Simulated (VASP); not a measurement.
Au: single point with r2SCAN

Au:

```
CELL_PARAMETERS angstrom
-1.65727 1.65727 1.65727
1.65727 -1.65727 1.65727
1.65727 1.65727 -1.65727
ATOMIC_POSITIONS crystal
Au 0.00000 0.00000 0.00000
```

```
Program             : VASP 6.6.1
Task                : single point
Functional          : r2SCAN
Potentials or basis : VASP PAW PBE potentials, release 64 (Au)
Cutoff              : 520 eV
k mesh              : 11 × 11 × 11
Occupations         : fermi-dirac, width 0.05 eV
Spin                : no spin polarisation
```

| Item | Value |
| --- | --- |
| Pressure | -3.9 GPa |

Levels at points of the mesh, in eV from the Fermi level:
| k point | band 2 | band 3 | band 4 | band 5 | band 6 | band 7 | band 8 | band 9 | band 10 | band 11 |
| --- | --- | --- | --- | --- | --- | --- | --- | --- | --- | --- |
| (0.00, 0.00, 0.00) | -4.67 | -4.67 | -4.67 | -2.89 | -2.89 | 17.49 | 17.49 | 17.49 | 24.14 | 24.14 |

Run time: 26 s on 1 thread of Intel Xeon 6975P-C, on a shared host, peak memory 0.15 GiB.

Caveat: the PAW data sets were made with another functional, which shifts forces and pressure a little; spin-orbit coupling is left out, which moves the levels of the heavy elements.
